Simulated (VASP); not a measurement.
Runs of VASP 6.6.1 on NaI. The structure is that of space group I4/mmm (No. 139), or close to it. The cells are those of the table. 

```tsv
cell	gap on the mesh (eV)	pressure (GPa)
a = 4.577, b = 4.248, c = 4.248 Å, angles 65.2, 57.4, 57.4°, 2 atoms	4.91	5.9
a = 4.577, b = 4.327, c = 4.327 Å, angles 63.9, 58.1, 58.1°, 2 atoms	4.78	(b)
a = 4.577, b = 4.492, c = 4.492 Å, angles 61.3, 59.4, 59.4°, 2 atoms	4.54	0.6
a = 4.577, b = 4.886, c = 4.886 Å, angles 55.9, 62.1, 62.1°, 2 atoms	(c)	-1.3
a = 4.577, b = 4.932, c = 4.932 Å, angles 55.3, 62.4, 62.4°, 2 atoms	(a)	-1.3
a = 4.577, b = 4.752, c = 4.752 Å, angles 57.6, 61.2, 61.2°, 2 atoms	4.20	-1.0
a = 4.577, b = 4.841, c = 4.841 Å, angles 56.4, 61.8, 61.8°, 2 atoms	4.12	-1.2
a = 4.577, b = 4.409, c = 4.409 Å, angles 62.5, 58.7, 58.7°, 2 atoms	4.66	1.7
```

Alike in all rows: task single point; level r2SCAN; potentials or basis VASP PAW PBE potentials, release 64 (Na_pv, I); no spin polarisation; k mesh 6 × 6 × 6; cutoff (eV) 520; smearing gaussian 0.05 eV.

Question: Fill in the values left out.

Answer: (a) 4.06; (b) 3.4; (c) 4.09.

Caveats: the PAW data sets were made with another functional, which shifts forces and pressure a little; spin-orbit coupling is left out, which moves the levels of the heavy elements; the cell stands under pressure (at least some runs).

A k mesh can miss the band edges, and the runs leave out spin-orbit coupling on I.
